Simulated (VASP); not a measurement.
Input of a VASP 6.6.1 run:

Contents of POSCAR:

```
CrH2ClF
1.0
    7.0622625800      0.0000000000      0.0000000000
    0.0000000000      4.3282911900      0.0000000000
   -1.6368137200      0.0000000000      4.9769455100
Cr H Cl F
2 4 2 2
Direct
    0.1916000000      0.8602000000      0.3506000000
    0.8084000000      0.3602000000      0.6494000000
    0.1500000000      0.6089000000      0.2920000000
    0.8500000000      0.1089000000      0.7080000000
    0.2650000000      0.8940000000      0.5720000000
    0.7350000000      0.3940000000      0.4280000000
    0.3661000000      0.9939000000      0.1699000000
    0.6339000000      0.4939000000      0.8301000000
    0.0140000000      0.0425000000      0.2628000000
    0.9860000000      0.5425000000      0.7372000000
```

File INCAR.step1:

```
SYSTEM = CrH2ClF
ALGO = Normal ; EDIFF = 1E-4
ENCUT = 520 ; GGA = PE
ISMEAR = -1 ; LASPH = .TRUE.
LCHARG = .FALSE. ; LREAL = .FALSE.
LWAVE = .TRUE. ; NBANDS = 39
NELM = 100 ; PREC = Accurate
SIGMA = 0.0104
```

Contents of INCAR.step2:

```
SYSTEM = CrH2ClF
ALGO = Normal ; EDIFF = 1E-7
ENCUT = 520 ; ISIF = 2
ISMEAR = -1 ; ISTART = 1
LASPH = .TRUE. ; LCHARG = .FALSE.
LMIXTAU = .TRUE. ; LREAL = .FALSE.
LWAVE = .FALSE. ; METAGGA = R2SCAN
NBANDS = 39 ; NELM = 100
PREC = Accurate ; SIGMA = 0.0104
```

File KPOINTS:

```
k-points
0
G
  4 6 5
  0 0 0
```

Potentials or basis: VASP PAW PBE potentials, release 64 (Cr_pv, H, Cl, F).

Launch:

```sh
$ cat potpaw_PBE.64/Cr_pv/POTCAR potpaw_PBE.64/H/POTCAR potpaw_PBE.64/Cl/POTCAR potpaw_PBE.64/F/POTCAR > POTCAR
$ cp INCAR.step1 INCAR
$ mpirun -np 1 vasp_std > vasp.out
$ cp INCAR.step2 INCAR
$ mpirun -np 1 vasp_std > vasp.out
```

Problem. Predict the pressure.

Solution. 54.5 GPa.

Problem. What does it give for the largest force?

Solution. 19.604 eV/Å.

Stress tensor (GPa, compression positive):
```
58.61  0.00  9.13
 0.00 53.54  0.00
 9.13  0.00 51.24
```

Caveat: atoms lie so close that the PAW spheres overlap strongly, which falsifies energies and pressures; the stress differs along the axes, from 51 to 59 GPa; the PAW data sets were made with another functional, which shifts forces and pressure a little; the run has no spin polarisation, though such a crystal can be magnetic. Spin polarisation is off, so any magnetic state and its effect on volume and gap are missing.
